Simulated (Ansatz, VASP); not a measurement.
**TaH4: VASP beside Ansatz**

```
Ta H
1.0
    -3.03648    3.03648    1.29517
     3.03648   -3.03648    1.29517
     3.03648    3.03648   -1.29517
Ta H
1 4
Cartesian
  0.0000 0.0000 1.2952
  4.2511 0.6073 0.0000
  2.4292 1.2146 1.2952
  0.6073 1.8219 0.0000
  -1.2146 2.4292 1.2952
```

Alike in both runs: task relaxation of cell and atoms; functional PBE; k mesh 5 × 5 × 5; occupations gaussian, width 0.15 eV; no spin polarisation.

```csv
,VASP,Ansatz
version,VASP 6.6.1,Ansatz 0.2.0
potentials or method,"VASP PAW PBE potentials, release 64 (Ta_pv, H), cutoff 600 eV","scalar-relativistic, plane waves, PAW"
valence electrons in the cell,15,17
```

```tsv
	VASP	Ansatz	Ansatz less VASP
gap on the k mesh at the Fermi level, each at its own relaxed structure (eV)	none	none	-
relaxed volume (Å³/atom)	5.99	5.97	-0.017
relaxed length of the cell vector where the two differ most in proportion (Å)	3.532	3.532	0.0000
```

A gap of «none» marks a metal or a gap that the smearing closes. VASP's potentials hold 15 valence electrons a cell and Ansatz's 17, so a difference there can come from the potentials and not from the codes.

The k mesh is coarse, so the values compare programs but aren't converged. Spin-orbit coupling is off throughout. Noted on VASP's run: the volume moved by over 15 % at a fixed basis, so the end points are rough.
